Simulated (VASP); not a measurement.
# Gd (Fm-3m) in VASP: notebook, part 2 of 2

VASP 6.6.1.

### Step 3. Single point, PBE, collinear spin, ferromagnetic start

This run uses another cell than the first one, of 33.03 Å³/atom, 0.996 times its volume.

File INCAR:

```
SYSTEM = Gd
ALGO = Fast
EDIFF = 1E-7
ENCUT = 520
GGA = PE
ISIF = 2
ISMEAR = 0
ISPIN = 2
LASPH = .True.
LCHARG = .False.
LMAXMIX = 6
LORBIT = 11
LREAL = .False.
LWAVE = .False.
MAGMOM = 7.94
NBANDS = 19
NELM = 150
PREC = Accurate
SIGMA = 0.05
```

File KPOINTS:

```
k-points
0
Gamma
  6 6 6
  0 0 0
```

File POSCAR:

```
Gd
1.0
    0.0000000000      2.5466044155      2.5466044155
    2.5466044155      0.0000000000      2.5466044155
    2.5466044155      2.5466044155      0.0000000000
Gd
1
Direct
    0.0000000000      0.0000000000      0.0000000000
```

Potentials or basis: VASP PAW PBE potentials, release 64 (Gd).

Command:

```bash
cat potpaw_PBE.64/Gd/POTCAR > POTCAR
mpirun -np 1 vasp_std > vasp.out
```

OUTCAR:

```text
SYSTEM = Gd
   EDIFF = 1E-7
   ENCUT = 520
   GGA = PE
   ISIF = 2
   ISMEAR = 0
   ISPIN = 2
   LASPH = .True.
   LORBIT = 11
   LREAL = .False.
   NELM = 150
   PREC = Accurate

 ion  position               nearest neighbor table
   1  0.000  0.000  0.000-

  LATTYP: Found a face centered cubic cell.
 ALAT       =     5.0932088310

  Lattice vectors:

 A1 = (   0.0000000000,   2.5466044155,   2.5466044155)
 A2 = (   2.5466044155,   0.0000000000,   2.5466044155)
 A3 = (   2.5466044155,   2.5466044155,   0.0000000000)

Analysis of symmetry for initial positions (statically):
=====================================================================
 Subroutine PRICEL returns:
 Original cell was already a primitive cell.

 Routine SETGRP: Setting up the symmetry group for a
 face centered cubic supercell.

 Subroutine GETGRP returns: Found 48 space group operations
 (whereof 48 operations were pure point group operations)
 out of a pool of 48 trial point group operations.

The static configuration has the point symmetry O_h .

Analysis of symmetry for dynamics (positions and initial velocities):
=====================================================================
 Subroutine PRICEL returns:
 Original cell was already a primitive cell.

 Routine SETGRP: Setting up the symmetry group for a
 face centered cubic supercell.

 Subroutine GETGRP returns: Found 48 space group operations
 (whereof 48 operations were pure point group operations)
 out of a pool of 48 trial point group operations.

The dynamic configuration has the point symmetry O_h .

Analysis of structural, dynamic, and magnetic symmetry:
=====================================================================
 Subroutine PRICEL returns:
 Original cell was already a primitive cell.

 Routine SETGRP: Setting up the symmetry group for a
 face centered cubic supercell.

 Subroutine GETGRP returns: Found 48 space group operations
 (whereof 48 operations were pure point group operations)
 out of a pool of 48 trial point group operations.

The overall configuration has the point symmetry O_h .

[... 124 lines left out ...]
   NGX = 13   NGY = 13   NGZ = 13

 number of electron      17.9999992 magnetization       7.4035181

 Free energy of the ion-electron system (eV)
  ---------------------------------------------------
  ext. energy  EPLUGINS =         0.00000000
  ---------------------------------------------------
  free energy    TOTEN  =       -11.66198297 eV

  energy without entropy =      -11.66068688  energy(sigma->0) =      -11.66133492

 E-fermi :   3.0270     XC(G=0):  -9.9911

 val. band max:        3.0169646451   @ k =  -0.3333   0.5000   0.1667
 cond. band min:       3.1228406823   @ k =   0.5000   0.3333   0.1667
 fundamental gap:      0.1058760371
 Fermi energy:         3.0270217912

 spin component 1

 k-point     1 :       0.0000    0.0000    0.0000
  band No.  band energies     occupation
      1     -42.2696      1.00000
      2     -19.2873      1.00000
      3     -19.2873      1.00000
      4     -19.2873      1.00000
      5      -2.0295      1.00000
      6      -1.9300      1.00000
[... 328 lines left out ...]
      5      -1.8541      1.00000
      6      -1.8503      1.00000
[... 11 lines left out ...]
     18      10.7703      0.00000
     19      11.1666      0.00000
 Fermi energy:         3.0270217912

 spin component 2

 k-point     1 :       0.0000    0.0000    0.0000
  band No.  band energies     occupation
      1     -39.0760      1.00000
      2     -16.9500      1.00000
      3     -16.9500      1.00000
      4     -16.9500      1.00000
      5      -1.3055      1.00000
      6       3.2953      0.00000
[... 329 lines left out ...]
      6       3.0170      0.61197
[... 11 lines left out ...]
     18      11.9579      0.00000
     19      12.2035      0.00000

------------------------ aborting loop because EDIFF is reached ----------------------------------------

  FORCE on cell =-STRESS in cart. coord.  units (eV):
  Direction    XX          YY          ZZ          XY          YZ          ZX
  --------------------------------------------------------------------------------------
  -------------------------------------------------------------------------------------
  Total       -0.0487360     -0.0487360     -0.0487360     -0.0000000      0.0000000     -0.0000000
  in kB       -2.3639921     -2.3639921     -2.3639921     -0.0000000      0.0000000     -0.0000000
  external PRESSURE =      -2.3639921 kB  Pullay stress =       0.0000000 kB

 VOLUME and BASIS-vectors are now :
 -----------------------------------------------------------------------------
  energy-cutoff  :      520.00
  volume of cell :       33.03
      direct lattice vectors                 reciprocal lattice vectors
     0.000000000  2.546604416  2.546604416    -0.196339878  0.196339878  0.196339878
     2.546604416  0.000000000  2.546604416     0.196339878 -0.196339878  0.196339878
     2.546604416  2.546604416  0.000000000     0.196339878  0.196339878 -0.196339878

 POSITION                                       TOTAL-FORCE (eV/Angst)
 -----------------------------------------------------------------------------------
      0.00000      0.00000      0.00000        -0.000000     -0.000000     -0.000000
 -----------------------------------------------------------------------------------
    total drift:                               -0.000000     -0.000000     -0.000000

  FREE ENERGIE OF THE ION-ELECTRON SYSTEM (eV)
  ---------------------------------------------------
  free  energy   TOTEN  =       -11.6619829668 eV

  energy  without entropy=      -11.6606868815  energy(sigma->0) =      -11.66133492

 total charge

# of ion       s       p       d       f       tot
--------------------------------------------------
    1        2.074   5.559   0.583   6.985  15.201

 magnetization (x)

# of ion       s       p       d       f       tot
--------------------------------------------------
    1        0.002  -0.061   0.159   6.816   6.916
```

stdout:

```text
POSCAR found type information on POSCAR Gd
 POSCAR found :  1 types and       1 ions
 scaLAPACK will be used
 LDA part: xc-table for (Slater+PW92), standard interpolation
 POSCAR, INCAR and KPOINTS ok, starting setup
 FFT: planning ... GRIDC
 FFT: planning ... GRID_SOFT
 FFT: planning ... GRID
 WAVECAR not read
 entering main loop
WARNING in EDDRMM: call to ZHEGV failed, returncode =   8  4      5
WARNING in EDDRMM: call to ZHEGV failed, returncode =   8  4      2
WARNING in EDDRMM: call to ZHEGV failed, returncode =   8  4      3
WARNING in EDDRMM: call to ZHEGV failed, returncode =   8  4     13
WARNING in EDDRMM: call to ZHEGV failed, returncode =   8  4     16
WARNING in EDDRMM: call to ZHEGV failed, returncode =   8  4     15
WARNING in EDDRMM: call to ZHEGV failed, returncode =   8  4     14
WARNING in EDDRMM: call to ZHEGV failed, returncode =   8  4     16
WARNING in EDDRMM: call to ZHEGV failed, returncode =   8  4     18
WARNING in EDDRMM: call to ZHEGV failed, returncode =   8  4     15
[... 92 lines left out ...]
WARNING in EDDRMM: call to ZHEGV failed, returncode =   8  4      1
WARNING in EDDRMM: call to ZHEGV failed, returncode =   8  4      3
WARNING in EDDRMM: call to ZHEGV failed, returncode =   8  4      2
WARNING in EDDRMM: call to ZHEGV failed, returncode =   8  4      3
WARNING in EDDRMM: call to ZHEGV failed, returncode =   8  4      3
WARNING in EDDRMM: call to ZHEGV failed, returncode =   8  4      4
WARNING in EDDRMM: call to ZHEGV failed, returncode =   8  4      4
WARNING in EDDRMM: call to ZHEGV failed, returncode =   8  4      2
WARNING in EDDRMM: call to ZHEGV failed, returncode =   8  4      1
WARNING in EDDRMM: call to ZHEGV failed, returncode =   8  4      3
WARNING in EDDRMM: call to ZHEGV failed, returnco
```

Wall time 98 s (1 thread of AMD EPYC 7R13 (Zen 3), shared host); peak memory 0.16 GiB.

Results:

- Free energy: -11.6620 eV
- Pressure: -0.2 GPa
- Net moment: 7.40 μB per cell
- Site moments: Gd +6.92 μB
- Valence electrons inside the program's atomic spheres: Gd 15.20

Levels at points of the mesh, in eV from the Fermi level:
Spin up:
```csv
k point,band 11,band 12,band 13,band 14,band 15,band 16
"(0.00, 0.00, 0.00)",-4.77,-4.77,1.36,1.36,1.36,3.62
"(0.50, 0.00, 0.00)",-4.77,-2.47,0.89,1.20,1.20,5.29
"(0.50, 0.50, 0.00)",-4.81,-2.22,-1.45,2.40,5.33,5.77
```
Spin down:
| k point | band 2 | band 3 | band 4 | band 5 | band 6 | band 7 | band 8 | band 9 |
| --- | --- | --- | --- | --- | --- | --- | --- | --- |
| (0.00, 0.00, 0.00) | -19.98 | -19.98 | -19.98 | -4.33 | 0.27 | 0.45 | 0.45 | 0.45 |
| (0.50, 0.00, 0.00) | -20.83 | -20.09 | -20.09 | -1.66 | 0.28 | 0.47 | 0.47 | 0.51 |
| (0.50, 0.50, 0.00) | -20.77 | -20.28 | -20.28 | -1.59 | -0.60 | 0.49 | 0.49 | 0.49 |

Caveat: spin-orbit coupling is left out, which moves the levels of the heavy elements. The state reached can hang on the start; a lower one may exist.
